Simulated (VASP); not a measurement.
C4N:

```
C N
1.0
    -2.45140    2.45140    2.45140
     2.45140   -2.45140    2.45140
     2.45140    2.45140   -2.45140
C N
4 1
Direct
  0.00000 0.00000 0.50000
  0.50000 0.00000 0.00000
  0.50000 0.50000 0.50000
  0.00000 0.50000 0.00000
  0.00000 0.00000 0.00000
```

```yaml
Program: VASP 6.6.1
Task: relaxation of cell and atoms
Functional: PBE
Dispersion: D3(BJ)
Potentials_or_basis: VASP PAW PBE potentials, release 64 (C, N)
Cutoff: 600 eV
k_mesh: 6 × 6 × 6
Occupations: gaussian, width 0.1 eV
Spin: no spin polarisation
```

At the start: pressure -29.2 GPa; volume 11.79 Å³/atom.

Task: How do energy, volume and symmetry change on relaxing?

Result: Over 8 steps the energy falls by 521.8 meV/atom and the volume is 7.64 Å³/atom (-35.2 %); space group Im-3m (No. 229, to 0.05 Å).

The path:
| step | energy change (eV) | largest force (eV/Å) | pressure (GPa) | volume (Å³) |
| --- | --- | --- | --- | --- |
| 1 | 0.0000 | 0.0000 | -29.23 | 58.93 |
| 2 | -2.3505 | 0.0000 | -13.60 | 42.42 |
| 3 | -2.5829 | 0.0000 | 11.25 | 37.44 |
| 4 | -2.5588 | 0.0000 | -10.03 | 39.49 |
| 5 | -2.6054 | 0.0000 | -3.70 | 38.49 |
| 6 | -2.6085 | 0.0000 | 1.54 | 38.08 |
| 7 | -2.6050 | 0.0000 | -3.84 | 38.50 |
| 8 | -2.6091 | 0.0000 | -0.01 | 38.18 |

Final structure:
```xyz
5
Lattice="-2.1213 2.1213 2.1213 2.1213 -2.1213 2.1213 2.1213 2.1213 -2.1213" Properties=species:S:1:pos:R:3 pbc="T T T"
C     1.0607    1.0607   -1.0607
C    -1.0607    1.0607    1.0607
C     1.0607    1.0607    1.0607
C     1.0607   -1.0607    1.0607
N     0.0000    0.0000    0.0000
```

Caveat: the volume moved by over 15 % at a fixed basis, so the end points are rough; pairwise dispersion overbinds metals, which lowers pressure and volume.
